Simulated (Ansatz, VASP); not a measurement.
## One calculation of Na3CoMo, two programs

Contents of INCAR:

```
SYSTEM = Na3CoMo
PREC = Accurate
ENCUT = 600
EDIFF = 1E-6
ISMEAR = 0
SIGMA = 0.1
LREAL = .FALSE.
LASPH = .TRUE.
NELM = 150
ALGO = Normal
ISIF = 3
LWAVE = .FALSE.
LCHARG = .FALSE.
ISPIN = 2
MAGMOM = 0 0 0 2.14 2
LORBIT = 11
LMAXMIX = 4
GGA = PE
IBRION = 2
NSW = 90
EDIFFG = -0.04
```

KPOINTS

```
regular mesh
0
G
  4 4 4
  0 0 0
```

The input POSCAR:

```
Na3CoMo
1.0
    4.3510610059      0.0000000000      0.0000000000
    0.0000000000      4.3510610059      0.0000000000
    0.0000000000      0.0000000000      4.3510610059
Na Co Mo
3 1 1
Direct
    0.0000000000      0.5000000000      0.5000000000
    0.5000000000      0.0000000000      0.5000000000
    0.5000000000      0.5000000000      0.0000000000
    0.0000000000      0.0000000000      0.0000000000
    0.5000000000      0.5000000000      0.5000000000
```

Input for Ansatz:

```yaml
crystal:
  lattice:
    - [4.3510610059, 0.0, 0.0]
    - [0.0, 4.3510610059, 0.0]
    - [0.0, 0.0, 4.3510610059]
  atoms:
    - { symbol: Na, position: [0.0, 0.5, 0.5] }
    - { symbol: Na, position: [0.5, 0.0, 0.5] }
    - { symbol: Na, position: [0.5, 0.5, 0.0] }
    - { symbol: Co, position: [0.0, 0.0, 0.0], spin: 2.14 }
    - { symbol: Mo, position: [0.5, 0.5, 0.5], spin: 2.0 }
basis:
  ecutwfc: 420
kpoints:
  mp_grid: { grid: [4, 4, 4] }
hamiltonian:
  xc: pbe
scf:
  occupations: { method: gaussian, width: 0.1 }
  lower_state_search: "off"
output:
  forces: true
  stress: true
  eigenvalues: true
  populations: true
magnetization:
  spin_polarized: true
relax:
  adjacent_minimum: "off"
  f_tol: 0.04
  max_steps: 70
  cell: { stress_tol: 0.4 }
```

Alike in both runs: task relaxation of cell and atoms; functional PBE; k mesh 4 × 4 × 4; occupations gaussian, width 0.1 eV; collinear spin.

|  | VASP | Ansatz |
| --- | --- | --- |
| version | VASP 6.6.1 | Ansatz 0.2.0 |
| potentials or method | VASP PAW PBE potentials, release 64 (Na_pv, Co, Mo_sv), cutoff 600 eV | scalar-relativistic, plane waves, PAW |
| valence electrons in the cell | 44 | 58 |

```csv
,VASP,Ansatz,Ansatz less VASP
"gap on the k mesh at the Fermi level, each at its own relaxed structure (eV)",none,none,-
net moment per atom (μB),1.00,1.33,+0.335
size of the moment on the site where the two differ most (μB),0.18,2.21,+2.027
relaxed volume (Å³/atom),37.75,39.52,+1.768
relaxed cell length with the largest relative difference (Å),5.736,5.825,+0.0882
```

The net moments are unlike, so the other rows may belong to different states. Site moments also hang on the region over which each program counts them. A gap of «none» marks a metal or a gap that the smearing closes. VASP's potentials hold 44 valence electrons a cell and Ansatz's 58, so a difference there can come from the potentials and not from the codes. Ansatz's warnings: cell relax basis refresh.

The k mesh is coarse, so the values compare programs but aren't converged. Noted on VASP's run: the volume moved by over 15 % at a fixed basis, so the end points are rough.
